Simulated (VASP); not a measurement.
# RbO4 (P4/mmm) in VASP: a series of runs

The runs below take RbO4 through single point, with PBE.

Everything below comes from runs of VASP 6.6.1. Logs are shortened: lines on timing, memory, paths and dates and some standing lists are left out, and cuts for length are marked.

## Step 1: The cell of the first run

The structure is tetragonal, space group P4/mmm (No. 123). Conventional cell: a = 4.885 Å, b = 4.885 Å, c = 4.797 Å, α = 90.00°, β = 90.00°, γ = 90.00°. Rb (site symmetry 4/mmm) has 16 O at 3.01 to 3.90 Å within 4.0 Å. Within 1.7 Å of O (site symmetry 2mm) lie 1 O at 1.27 Å.

## Step 2: Single point, PBE, collinear spin, ferromagnetic start

Input file INCAR:

```
SYSTEM = RbO4
PREC = Accurate
ENCUT = 520
EDIFF = 1E-7
ISMEAR = 0
SIGMA = 0.1
LREAL = .False.
LASPH = .True.
NELM = 150
ALGO = Normal
ISIF = 2
LWAVE = .False.
LCHARG = .True.
ISPIN = 2
MAGMOM = 0 0.48 0.48 0.48 0.48
LORBIT = 11
GGA = PE
LELF = .True.
LVHAR = .True.
NBANDS = 28
```

Input file KPOINTS:

```
regular mesh
0
Gamma
  8 8 8
  0 0 0
```

Input file POSCAR:

```
RbO4
1.0
    4.8849802303      0.0000000000      0.0000000000
    0.0000000000      4.8849802303      0.0000000000
    0.0000000000      0.0000000000      4.7968922627
Rb O
1 4
Direct
    0.0000000000      0.0000000000      0.0000000000
    0.5000000000      0.0000000000      0.3673179193
    0.0000000000      0.5000000000      0.6326820807
    0.5000000000      0.0000000000      0.6326820807
    0.0000000000      0.5000000000      0.3673179193
```

Potentials or basis: VASP PAW PBE potentials, release 64 (Rb_sv, O).

The run is started by

```sh
> cat potpaw_PBE.64/Rb_sv/POTCAR potpaw_PBE.64/O/POTCAR > POTCAR
> mpirun -np 1 vasp_std > vasp.out
```

OUTCAR:

```text
SYSTEM = RbO4
   PREC = Accurate
   ENCUT = 520
   EDIFF = 1E-7
   ISMEAR = 0
   LREAL = .False.
   LASPH = .True.
   NELM = 150
   ISIF = 2
   ISPIN = 2
   LORBIT = 11
   GGA = PE

 ion  position               nearest neighbor table
   1  0.000  0.000  0.000-   2 3.01   3 3.01   4 3.01   5 3.01   3 3.01   5 3.01   2 3.01   4 3.01

   2  0.500  0.000  0.367-   4 1.27   1 3.01   1 3.01
   3  0.000  0.500  0.633-   5 1.27   1 3.01   1 3.01
   4  0.500  0.000  0.633-   2 1.27   1 3.01   1 3.01
   5  0.000  0.500  0.367-   3 1.27   1 3.01   1 3.01

  LATTYP: Found a simple tetragonal cell.
 ALAT       =     4.8849802303
 C/A-ratio  =     0.9819675897

  Lattice vectors:

 A1 = (   4.8849802303,   0.0000000000,   0.0000000000)
 A2 = (   0.0000000000,   4.8849802303,   0.0000000000)
 A3 = (   0.0000000000,   0.0000000000,   4.7968922627)

Analysis of symmetry for initial positions (statically):
=====================================================================
 Subroutine PRICEL returns:
 Original cell was already a primitive cell.

 Routine SETGRP: Setting up the symmetry group for a
 simple tetragonal supercell.

 Subroutine GETGRP returns: Found 16 space group operations
 (whereof 16 operations were pure point group operations)
 out of a pool of 16 trial point group operations.

The static configuration has the point symmetry D_4h.

Analysis of symmetry for dynamics (positions and initial velocities):
=====================================================================
 Subroutine PRICEL returns:
 Original cell was already a primitive cell.

 Routine SETGRP: Setting up the symmetry group for a
 simple tetragonal supercell.

 Subroutine GETGRP returns: Found 16 space group operations
 (whereof 16 operations were pure point group operations)
 out of a pool of 16 trial point group operations.

The dynamic configuration has the point symmetry D_4h.

Analysis of structural, dynamic, and magnetic symmetry:
=====================================================================
 Subroutine PRICEL returns:
 Original cell was already a primitive cell.

 Routine SETGRP: Setting up the symmetry group for a
 simple tetragonal supercell.

 Subroutine GETGRP returns: Found 16 space group operations
 (whereof 16 operations were pure point group operations)
 out of a pool of 16 trial point group operations.

The overall configuration has the point symmetry D_4h.

 Subroutine INISYM returns: Found 16 space group operations
 (whereof 16 operations are pure point group operations),
 and found     1 'primitive' translations

[... 126 lines left out ...]
   LHFCALC =     F    Hartree Fock is set to
   AEXX    =    0.0000 exact exchange contribution
   IVDW    =     0    specifies the selected vdW correction
   LEPSILON=     F    determine dielectric tensor
   LRPA    =     F    only Hartree local field effects (RPA)
 spin polarized calculation
 Gauss-broadening in eV      SIGMA  =   0.10
  energy-cutoff  :      520.00
  volume of cell :      114.47
 maximum number of plane-waves:      3108
   NGX = 19   NGY = 19   NGZ = 17

 number of electron      32.9999976 magnetization       2.9999990

 Free energy of the ion-electron system (eV)
  ---------------------------------------------------
  ext. energy  EPLUGINS =         0.00000000
  ---------------------------------------------------
  free energy    TOTEN  =       -23.47099361 eV

  energy without entropy =      -23.44314373  energy(sigma->0) =      -23.45706867

 E-fermi :  -0.5911     XC(G=0):  -6.9832

 val. band max:       -0.5942033349   @ k =   0.5000   0.0000   0.1250
 cond. band min:      -0.5900136257   @ k =   0.2500   0.0000   0.5000
 fundamental gap:      0.0041897092
 Fermi energy:        -0.5910670870

 spin component 1

 k-point     1 :       0.0000    0.0000    0.0000
  band No.  band energies     occupation
      1     -26.9722      1.00000
      2     -26.3225      1.00000
      3     -26.2957      1.00000
      4     -15.8492      1.00000
      5     -15.6677      1.00000
      6     -11.1200      1.00000
[... 733 lines left out ...]
     27       8.4587      0.00000
     28       9.3243      0.00000

 [... further k-points ...]

 spin component 2

 k-point     1 :       0.0000    0.0000    0.0000
  band No.  band energies     occupation
      1     -26.9386      1.00000
      2     -25.4432      1.00000
      3     -25.3850      1.00000
      4     -14.5897      1.00000
      5     -14.3632      1.00000
      6     -11.0844      1.00000
[... 733 lines left out ...]
     27       8.8269      0.00000
     28       9.5113      0.00000

 [... further k-points ...]
[... 5 lines left out ...]
  --------------------------------------------------------------------------------------
  -------------------------------------------------------------------------------------
  Total       -0.0783602     -0.0783602      1.5988082      0.0000000      0.0000000      0.0000000
  in kB       -1.0967823     -1.0967823     22.3780052      0.0000000      0.0000000      0.0000000
  external PRESSURE =       6.7281469 kB  Pullay stress =       0.0000000 kB

 VOLUME and BASIS-vectors are now :
 -----------------------------------------------------------------------------
  energy-cutoff  :      520.00
  volume of cell :      114.47
      direct lattice vectors                 reciprocal lattice vectors
     4.884980230  0.000000000  0.000000000     0.204709119  0.000000000  0.000000000
     0.000000000  4.884980230  0.000000000     0.000000000  0.204709119  0.000000000
     0.000000000  0.000000000  4.796892263     0.000000000  0.000000000  0.208468305

 POSITION                                       TOTAL-FORCE (eV/Angst)
 -----------------------------------------------------------------------------------
      0.00000      0.00000      0.00000         0.000000      0.000000      0.000000
      2.44249      0.00000      1.76198        -0.000000      0.000000     -0.666685
      0.00000      2.44249      3.03491         0.000000      0.000000      0.666685
      2.44249      0.00000      3.03491         0.000000     -0.000000      0.666685
      0.00000      2.44249      1.76198        -0.000000      0.000000     -0.666685
 -----------------------------------------------------------------------------------
    total drift:                                0.000000      0.000000      0.000000

  FREE ENERGIE OF THE ION-ELECTRON SYSTEM (eV)
  ---------------------------------------------------
  free  energy   TOTEN  =       -23.4709936147 eV

  energy  without entropy=      -23.4431437328  energy(sigma->0) =      -23.45706867

 total charge

# of ion       s       p       d       tot
------------------------------------------
    1        1.937   5.356   0.019   7.312
    2        1.594   3.317   0.000   4.911
    3        1.594   3.317   0.000   4.911
    4        1.594   3.317   0.000   4.911
    5        1.594   3.317   0.000   4.911
--------------------------------------------------
tot          8.312  18.623   0.019  26.954

 magnetization (x)

# of ion       s       p       d       tot
------------------------------------------
    1       -0.001   0.006   0.001   0.006
    2        0.008   0.599   0.000   0.608
    3        0.008   0.599   0.000   0.608
    4        0.008   0.599   0.000   0.608
    5        0.008   0.599   0.000   0.608
--------------------------------------------------
tot          0.033   2.403   0.001   2.437
```

OSZICAR:

```text
N       E                     dE             d eps       ncg     rms          rms(c)
DAV:   1     0.199986532146E+03    0.19999E+03   -0.15730E+04  8400   0.104E+03
DAV:   2    -0.838690027695E+01   -0.20837E+03   -0.19854E+03 10876   0.238E+02
DAV:   3    -0.236253041329E+02   -0.15238E+02   -0.14813E+02 10416   0.645E+01
[... 11 lines left out ...]
DAV:  15    -0.234709936975E+02   -0.74690E-05   -0.18780E-05  8772   0.290E-02    0.729E-03
DAV:  16    -0.234709946679E+02   -0.97043E-06   -0.67381E-06  8764   0.181E-02    0.330E-03
DAV:  17    -0.234709941986E+02    0.46927E-06   -0.48072E-06  8732   0.153E-02    0.963E-04
DAV:  18    -0.234709935991E+02    0.59956E-06   -0.16742E-06  8676   0.874E-03    0.471E-04
DAV:  19    -0.234709936147E+02   -0.15649E-07   -0.63037E-07  7828   0.533E-03
   1 F= -.23470994E+02 E0= -.23457069E+02  d E =-.278499E-01  mag=     3.0000
```

Wall time 3.7 min (1 thread of Intel Xeon Platinum 8488C (Sapphire Rapids), shared host); peak memory 0.45 GiB.

Results:

```yaml
Free_energy: -23.4710 eV
Pressure: 0.7 GPa
Largest_force: 0.667 eV/Å
Band_gap_on_the_k_mesh: zero (filled and empty bands overlap)
Net_moment: 3.00 μB per cell
Site_moments: Rb +0.01; O +0.61 μB
Valence_electrons_inside_the_program's_atomic_spheres: Rb 7.31; O 4.91
```

Forces in eV/Å, atoms in the order of the input:
```
Rb   0.000  0.000  0.000
O    0.000  0.000 -0.667
O    0.000  0.000  0.667
O    0.000  0.000  0.667
O    0.000  0.000 -0.667
```

Stress tensor (GPa, compression positive):
```
-0.11  0.00  0.00
 0.00 -0.11  0.00
 0.00  0.00  2.24
```

Levels at points of the mesh, in eV from the Fermi level:
Spin up:
```
           k point  band 15  band 16  band 17  band 18  band 19  band 20  band 21  band 22
(0.00, 0.00, 0.00)    -1.62    -1.62    -1.17    -1.17     3.76     5.09     7.54     7.65
(0.50, 0.00, 0.00)    -1.44    -1.40    -1.39    -1.18     5.24     5.29     6.44     6.91
(0.50, 0.50, 0.00)    -1.68    -1.31    -1.17    -1.03     4.86     6.10     7.20     7.20
(0.00, 0.00, 0.50)    -1.55    -1.55    -1.09    -1.09     3.35     5.15     5.52     8.12
(0.50, 0.00, 0.50)    -1.53    -1.51    -1.42    -1.17     4.51     5.20     6.41     7.37
(0.50, 0.50, 0.50)    -1.90    -1.67    -1.21    -1.14     5.71     5.85     5.85     7.04
```
Spin down:
```
           k point  band 13  band 14  band 15  band 16  band 17  band 18
(0.00, 0.00, 0.00)    -5.43    -5.43    -0.16    -0.16     0.60     0.60
(0.50, 0.00, 0.00)    -5.67    -5.64    -0.04     0.23     0.42     0.48
(0.50, 0.50, 0.00)    -5.56    -5.27     0.05     0.12     0.42     0.78
(0.00, 0.00, 0.50)    -5.43    -5.43     0.07     0.07     0.53     0.53
(0.50, 0.00, 0.50)    -5.64    -5.61    -0.08     0.22     0.27     0.31
(0.50, 0.50, 0.50)    -5.52    -5.26    -0.38    -0.25     0.26     0.72
```

## Step 3: Single point, PBE

This run uses another cell than the first one, of 28.00 Å³/atom, 1.223 times its volume.

Input file INCAR:

```
SYSTEM = RbO4
PREC     = Accurate       ! precision mode
ENCUT    = 520            ! plane-wave cutoff, eV
EDIFF    = 1E-6           ! SCF threshold, eV
ISMEAR   = 0              ! smearing method
SIGMA    = 0.1            ! smearing width, eV
LREAL    = .False.        ! projectors in reciprocal space
LASPH    = .True.         ! aspherical terms in the spheres
NELM     = 100            ! most SCF steps
ALGO     = Normal         ! electronic algorithm
ISIF     = 2              ! what is computed and relaxed
LWAVE    = .False.        ! write WAVECAR
LCHARG   = .True.         ! write CHGCAR
GGA      = PE             ! functional
LELF     = .True.         ! ELF
LVHAR    = .True.       
NBANDS   = 24             ! bands
```

Input file KPOINTS:

```
regular mesh
0
Gamma
  4 4 4
  0 0 0
```

Input file POSCAR:

```
RbO4
1.0
    4.6257216400      0.0000000000      0.0000000000
    0.0000000000      4.6257216400      0.0000000000
    0.0000000000      0.0000000000      6.5417582800
Rb O
1 4
Direct
    0.0000000000      0.0000000000      0.0000000000
    0.5000000000      0.0000000000      0.2500000000
    0.0000000000      0.5000000000      0.7500000000
    0.5000000000      0.0000000000      0.7500000000
    0.0000000000      0.5000000000      0.2500000000
```

Potentials or basis: VASP PAW PBE potentials, release 64 (Rb_sv, O).

The run is started by

```sh
> cat potpaw_PBE.64/Rb_sv/POTCAR potpaw_PBE.64/O/POTCAR > POTCAR
> mpirun -np 1 vasp_std > vasp.out
```

Run time: 31 s. Hardware: 1 thread of Intel Xeon 6975P-C (Granite Rapids), shared host; peak memory 0.24 GiB.

The run converged. Its results:

```yaml
Free_energy: -9.8485 eV
Pressure: -2.8 GPa
Largest_force: 0.158 eV/Å
```

Forces on the atoms (eV/Å):
```
Rb   0.000  0.000  0.000
O    0.000  0.000  0.158
O    0.000  0.000 -0.158
O    0.000  0.000 -0.158
O    0.000  0.000  0.158
```

Stress tensor (GPa, compression positive):
```
-2.45  0.00  0.00
 0.00 -2.45  0.00
 0.00  0.00 -3.40
```

Levels at points of the mesh, in eV from the Fermi level:
```csv
k point,band 12,band 13,band 14,band 15,band 16,band 17,band 18,band 19,band 20,band 21
"(0.00, 0.00, 0.00)",-0.64,-0.48,-0.48,0.12,0.13,0.13,0.13,0.13,0.22,7.44
"(0.50, 0.00, 0.00)",-0.40,-0.33,-0.31,-0.22,-0.14,-0.12,-0.11,0.11,0.21,9.48
"(0.50, 0.50, 0.00)",-0.48,-0.48,-0.29,0.02,0.11,0.11,0.16,0.20,0.29,9.16
"(0.00, 0.00, 0.50)",-0.40,-0.40,-0.37,-0.33,-0.13,0.09,0.09,0.18,0.18,8.33
"(0.50, 0.00, 0.50)",-0.35,-0.33,-0.29,-0.27,-0.25,-0.21,-0.11,-0.05,-0.04,9.97
"(0.50, 0.50, 0.50)",-0.40,-0.29,-0.29,-0.10,-0.10,0.05,0.12,0.24,0.25,9.17
```

Caveat: an odd number of electrons without spin polarisation forces a metal; a magnetic or distorted state may lie lower.

## Step 4: Single point, PBE, collinear spin, ferromagnetic start

This run uses another cell than the first one, of 28.00 Å³/atom, 1.223 times its volume.

Input file INCAR:

```
SYSTEM = RbO4
ALGO = Normal
EDIFF = 1E-6
ENCUT = 520
GGA = PE
ISIF = 2
ISMEAR = 0
ISPIN = 2
LASPH = .True.
LCHARG = .False.
LORBIT = 11
LREAL = .False.
LWAVE = .False.
MAGMOM = 0 1 1 1 1
NBANDS = 28
NELM = 150
PREC = Accurate
SIGMA = 0.1
```

Input file KPOINTS:

```
k-points
0
Gamma
  4 4 4
  0 0 0
```

POSCAR is that of step 3.

The run is started by

```sh
> cat potpaw_PBE.64/Rb_sv/POTCAR potpaw_PBE.64/O/POTCAR > POTCAR
> mpirun -np 1 vasp_std > vasp.out
```

Run time: 2.7 min. Hardware: 1 thread of Intel Xeon 6975P-C (Granite Rapids), shared host; peak memory 0.35 GiB.

The run converged. Its results:

| Quantity | Value |
| --- | --- |
| Free energy | -13.5998 eV |
| Pressure | -0.5 GPa |
| Largest force | 0.115 eV/Å |
| Band gap on the k mesh | zero (filled and empty bands overlap) |
| Net moment | 7.00 μB per cell |
| Site moments | Rb +0.03; O +1.39 μB |
| Valence electrons inside the program's atomic spheres | Rb 7.33; O 4.61 |

Forces in eV/Å, atoms in the order of the input:
```
Rb   0.000  0.000  0.000
O    0.000  0.000  0.115
O    0.000  0.000 -0.115
O    0.000  0.000 -0.115
O    0.000  0.000  0.115
```

Stress tensor (GPa, compression positive):
```
 0.15  0.00  0.00
 0.00  0.15  0.00
 0.00  0.00 -1.70
```

Levels at points of the mesh, in eV from the Fermi level:
Spin up:
| k point | band 16 | band 17 | band 18 | band 19 | band 20 | band 21 | band 22 | band 23 | band 24 | band 25 |
| --- | --- | --- | --- | --- | --- | --- | --- | --- | --- | --- |
| (0.00, 0.00, 0.00) | -2.11 | -2.01 | -2.01 | -1.79 | -1.79 | 5.88 | 8.21 | 10.19 | 10.27 | 10.62 |
| (0.50, 0.00, 0.00) | -2.21 | -2.17 | -2.15 | -1.86 | -1.81 | 7.73 | 8.11 | 9.36 | 9.72 | 10.12 |
| (0.50, 0.50, 0.00) | -2.20 | -2.20 | -2.01 | -1.76 | -1.64 | 7.53 | 9.20 | 10.03 | 10.33 | 10.33 |
| (0.00, 0.00, 0.50) | -2.43 | -2.06 | -2.06 | -1.74 | -1.74 | 6.72 | 7.28 | 9.52 | 10.42 | 10.65 |
| (0.50, 0.00, 0.50) | -2.36 | -2.21 | -2.17 | -1.87 | -1.80 | 8.25 | 8.56 | 9.05 | 9.20 | 9.72 |
| (0.50, 0.50, 0.50) | -2.35 | -2.35 | -2.11 | -1.73 | -1.67 | 7.54 | 9.83 | 9.97 | 9.97 | 10.03 |
Spin down:
```csv
k point,band 10,band 11,band 12,band 13,band 14,band 15,band 16,band 17
"(0.00, 0.00, 0.00)",-0.46,-0.46,-0.32,-0.19,-0.19,0.61,0.70,0.70
"(0.50, 0.00, 0.00)",-0.37,-0.29,-0.20,0.01,0.04,0.31,0.40,0.51
"(0.50, 0.50, 0.00)",-0.47,-0.23,-0.16,-0.16,-0.03,0.20,0.38,0.61
"(0.00, 0.00, 0.50)",-0.55,-0.24,-0.08,-0.08,-0.03,0.05,0.32,0.76
"(0.50, 0.00, 0.50)",-0.33,-0.15,-0.07,0.09,0.09,0.26,0.28,0.41
"(0.50, 0.50, 0.50)",-0.37,-0.33,-0.19,0.11,0.11,0.24,0.29,0.29
```

## Step 5: Summary

```tsv
spin	cell	k mesh	gap on the mesh (eV)	pressure (GPa)	moment (μB)	largest force (eV/Å)
collinear, ferromagnetic start	a = 4.885, b = 4.885, c = 4.797 Å, 5 atoms	8 × 8 × 8	none	0.7	3.00	0.67
off	a = 4.626, b = 4.626, c = 6.542 Å, 5 atoms	4 × 4 × 4	none	-2.8	-	0.16
collinear, ferromagnetic start	a = 4.626, b = 4.626, c = 6.542 Å, 5 atoms	4 × 4 × 4	none	-0.5	7.00	0.12
```

Alike in all rows: task single point; level PBE; potentials or basis VASP PAW PBE potentials, release 64 (Rb_sv, O); cutoff (eV) 520; smearing gaussian 0.1 eV.

Caveats: an odd number of electrons without spin polarisation forces a metal (some runs); a magnetic or distorted state may lie lower (some runs).

Absolute energies hang on the potentials; compare differences alone.
